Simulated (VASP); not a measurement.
A run of VASP 6.6.1:

File POSCAR:

```
Li
1.0
   -1.7777401479      1.7777401479      1.7777401479
    1.7777401479     -1.7777401479      1.7777401479
    1.7777401479      1.7777401479     -1.7777401479
Li
1
Direct
    0.0000000000      0.0000000000      0.0000000000
```

The input INCAR.step1:

```
PREC     = Accurate       # precision mode
ENCUT    = 520            # plane-wave cutoff, eV
ISMEAR   = -1             # smearing method
SIGMA    = 0.05           # smearing width, eV
LREAL    = F              # projectors in reciprocal space
LASPH    = T              # aspherical terms in the spheres
NELM     = 100            # most SCF steps
NBANDS   = 8              # bands
GGA      = PE             # functional
ALGO     = Normal         # electronic algorithm
EDIFF    = 1E-4           # SCF threshold, eV
LWAVE    = T              # write WAVECAR
LCHARG   = F              # write CHGCAR
```

The input INCAR.step2:

```
PREC     = Accurate       # precision mode
ENCUT    = 520            # plane-wave cutoff, eV
EDIFF    = 1E-6           # SCF threshold, eV
ISMEAR   = -1             # smearing method
SIGMA    = 0.05           # smearing width, eV
LREAL    = F              # projectors in reciprocal space
LASPH    = T              # aspherical terms in the spheres
NELM     = 100            # most SCF steps
ALGO     = Normal         # electronic algorithm
ISIF     = 2              # what is computed and relaxed
LWAVE    = F              # write WAVECAR
LCHARG   = T              # write CHGCAR
METAGGA  = R2SCAN         # meta-GGA
LMIXTAU  = T            
IVDW     = 13             # dispersion correction
VDW_S6   = 1.0          
VDW_S8   = 0.6018749    
VDW_A1   = 0.51559235   
VDW_A2   = 5.77342911   
LELF     = T              # ELF
LVHAR    = T            
NBANDS   = 8              # bands
ISTART   = 1
```

File KPOINTS:

```
regular mesh
0
Gamma
  11 11 11
```

Potentials or basis: VASP PAW PBE potentials, release 64 (Li_sv).

Launch:

```bash
$ cat potpaw_PBE.64/Li_sv/POTCAR > POTCAR
$ cp INCAR.step1 INCAR
$ mpirun -np 1 vasp_std > vasp.out
$ cp INCAR.step2 INCAR
$ mpirun -np 1 vasp_std > vasp.out
```

Hardware: 1 thread of AMD EPYC 7R13, with other jobs on the host.

Q: Estimate the wall time of this run.

A: It took 2.2 min on 1 thread of AMD EPYC 7R13, on a shared host, peak memory 0.11 GiB. Counts: k points 56.
